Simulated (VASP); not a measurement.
# Nb (Im-3m) in VASP: a series of runs, part 2 of 2

VASP 6.6.1. The steps go on from the part before.

**4. Relaxation of cell and atoms, PBE**

Input file INCAR:

```
SYSTEM = Nb
PREC     = Accurate       ! precision mode
ENCUT    = 500            ! plane-wave cutoff, eV
EDIFF    = 1E-7           ! SCF threshold, eV
ISMEAR   = 0              ! smearing method
SIGMA    = 0.1            ! smearing width, eV
LREAL    = .False.        ! projectors in reciprocal space
LASPH    = .True.         ! aspherical terms in the spheres
NELM     = 120            ! most SCF steps
ALGO     = Normal         ! electronic algorithm
ISIF     = 3              ! what is computed and relaxed
LWAVE    = .False.        ! write WAVECAR
LCHARG   = .False.        ! write CHGCAR
GGA      = PE             ! functional
IBRION   = 2              ! ionic algorithm
NSW      = 80             ! ionic steps
EDIFFG   = -0.05          ! ionic threshold
GGA_COMPAT= .False.      
NELMIN   = 4
```

Input file KPOINTS:

```
Automatic mesh
0
Gamma
  8 8 8
  0 0 0
```

Input file POSCAR:

```
Nb
1.0
   -1.6053865942      1.6053865942      1.6053865942
    1.6053865942     -1.6053865942      1.6053865942
    1.6053865942      1.6053865942     -1.6053865942
Nb
1
Direct
    0.0000000000      0.0000000000      0.0000000000
```

Potentials or basis: VASP PAW PBE potentials, release 64 (Nb_sv).

On the command line:

```bash
$ cat potpaw_PBE.64/Nb_sv/POTCAR > POTCAR
$ mpirun -np 1 vasp_std > vasp.out
```

OUTCAR:

```text
SYSTEM = Nb
   PREC = Accurate
   ENCUT = 500
   EDIFF = 1E-7
   ISMEAR = 0
   LREAL = .False.
   LASPH = .True.
   NELM = 120
   ISIF = 3
   GGA = PE
   IBRION = 2
   NSW = 80
   EDIFFG = -0.05
   NELMIN = 4

 ion  position               nearest neighbor table
   1  0.000  0.000  0.000-

  LATTYP: Found a body centered cubic cell.
 ALAT       =     3.2107731884

  Lattice vectors:

 A1 = (  -1.6053865942,   1.6053865942,   1.6053865942)
 A2 = (   1.6053865942,  -1.6053865942,   1.6053865942)
 A3 = (   1.6053865942,   1.6053865942,  -1.6053865942)

Analysis of symmetry for initial positions (statically):
=====================================================================
 Subroutine PRICEL returns:
 Original cell was already a primitive cell.

 Routine SETGRP: Setting up the symmetry group for a
 body centered cubic supercell.

 Subroutine GETGRP returns: Found 48 space group operations
 (whereof 48 operations were pure point group operations)
 out of a pool of 48 trial point group operations.

The static configuration has the point symmetry O_h .

Analysis of symmetry for dynamics (positions and initial velocities):
=====================================================================
 Subroutine PRICEL returns:
[... 163 lines left out ...]
  -------------------------------------------------------------------------------------
  Total        2.0022596      2.0022596      2.0022596      0.0000000     -0.0000000     -0.0000000
  in kB      193.8349494    193.8349494    193.8349494      0.0000000     -0.0000000     -0.0000000
  external PRESSURE =     193.8349494 kB  Pullay stress =       0.0000000 kB
[... 22 lines left out ...]
--------------------------------------- Ionic step        2  -------------------------------------------

 number of electron      13.0000004 magnetization

 E-fermi :   8.6844     XC(G=0): -11.5382

 val. band max:        8.6673876586   @ k =   0.2500   0.0000   0.0000
 cond. band min:       8.8057450490   @ k =  -0.2500   0.3750   0.1250
 fundamental gap:      0.1383573904
 Fermi energy:         8.6843725690

 k-point     1 :       0.0000    0.0000    0.0000
  band No.  band energies     occupation
      1     -45.9699      2.00000
      2     -21.5738      2.00000
      3     -21.5738      2.00000
      4     -21.5738      2.00000
      5       3.2142      2.00000
      6       9.0894      0.00000
      7       9.0894      0.00000
      8       9.0894      0.00000
      9      11.4076      0.00000
     10      11.4076      0.00000
[... 368 lines left out ...]
--------------------------------------- Ionic step        4  -------------------------------------------

 number of electron      13.0000002 magnetization

 Free energy of the ion-electron system (eV)
  ---------------------------------------------------
  ext. energy  EPLUGINS =         0.00000000
  ---------------------------------------------------
  free energy    TOTEN  =       -10.24302400 eV

  energy without entropy =      -10.23637300  energy(sigma->0) =      -10.23969850

 E-fermi :  10.9418     XC(G=0): -12.4681

 val. band max:       10.8779315856   @ k =   0.3750   0.2500  -0.0000
 cond. band min:      10.9707864382   @ k =   0.2500   0.0000   0.0000
 fundamental gap:      0.0928548526
 Fermi energy:        10.9418075867

 k-point     1 :       0.0000    0.0000    0.0000
  band No.  band energies     occupation
      1     -43.3237      2.00000
      2     -18.6343      2.00000
      3     -18.6343      2.00000
      4     -18.6343      2.00000
      5       5.1496      2.00000
      6      11.4349      0.00000
      7      11.4349      0.00000
      8      11.4349      0.00000
      9      14.3218      0.00000
     10      14.3218      0.00000
[... 327 lines left out ...]
  FREE ENERGIE OF THE ION-ELECTRON SYSTEM (eV)
  ---------------------------------------------------
  free  energy   TOTEN  =       -10.2430239994 eV

  energy  without entropy=      -10.2363729995  energy(sigma->0) =      -10.23969850

 reached required accuracy - stopping structural energy minimisation
```

It took 18 s on 1 thread of Intel Xeon Platinum 8488C (Sapphire Rapids), shared host; peak memory 0.12 GiB.

Results:

* Free energy: -10.2430 eV
* Relaxed volume: 18.14 Å³/atom
* Relaxed cell: a = 2.867 Å, b = 2.867 Å, c = 2.867 Å, α = 109.47°, β = 109.47°, γ = 109.47°
* Space group after relaxing (to 0.05 Å): Im-3m (No. 229)
* Energy gained by relaxing: 88.5 meV/atom
* Ionic steps: 4
* Pressure after relaxing: -0.1 GPa

Step by step:
```
step  energy change (eV)  largest force (eV/Å)  pressure (GPa)  volume (Å³)
   1              0.0000                0.0000           19.38        16.55
   2              0.2224                0.0000          -23.12        21.82
   3             -0.0883                0.0000           -0.95        18.23
   4             -0.0885                0.0000           -0.09        18.14
```

Final structure:
```cif
data_structure
_symmetry_space_group_name_H-M 'P 1'
_symmetry_Int_Tables_number 1
_cell_length_a 2.8668
_cell_length_b 2.8668
_cell_length_c 2.8668
_cell_angle_alpha 109.471
_cell_angle_beta 109.471
_cell_angle_gamma 109.471
_cell_volume 18.14
loop_
_atom_site_label
_atom_site_type_symbol
_atom_site_fract_x
_atom_site_fract_y
_atom_site_fract_z
_atom_site_occupancy
Nb1 Nb 0.00000 0.00000 0.00000 1
```

Levels at points of the mesh, in eV from the Fermi level:
```csv
k point,band 4,band 5,band 6,band 7,band 8,band 9
"(0.00, 0.00, 0.00)",-29.58,-5.79,0.49,0.49,0.49,3.38
"(0.50, 0.00, 0.00)",-29.59,-3.56,-1.51,2.39,3.41,4.08
"(0.50, 0.50, 0.50)",-30.48,-3.55,-3.55,5.68,5.68,5.68
```

**5. Overview**

```csv
task,cell,gap on the mesh (eV),pressure (GPa)
single point,"a = 2.781 Å, angles 109.5°, 1 atom",none,19.4
single point,"a = 2.869 Å, angles 109.5°, 1 atom",none,-0.3
relaxation of cell and atoms,"relaxed from a = 2.781 Å, angles 109.5°, 1 atom",none,-0.1
```

Alike in all rows: level PBE; potentials or basis VASP PAW PBE potentials, release 64 (Nb_sv); no spin polarisation; k mesh 8 × 8 × 8; cutoff (eV) 500; smearing gaussian 0.1 eV.

Absolute energies hang on the potentials; compare differences alone.
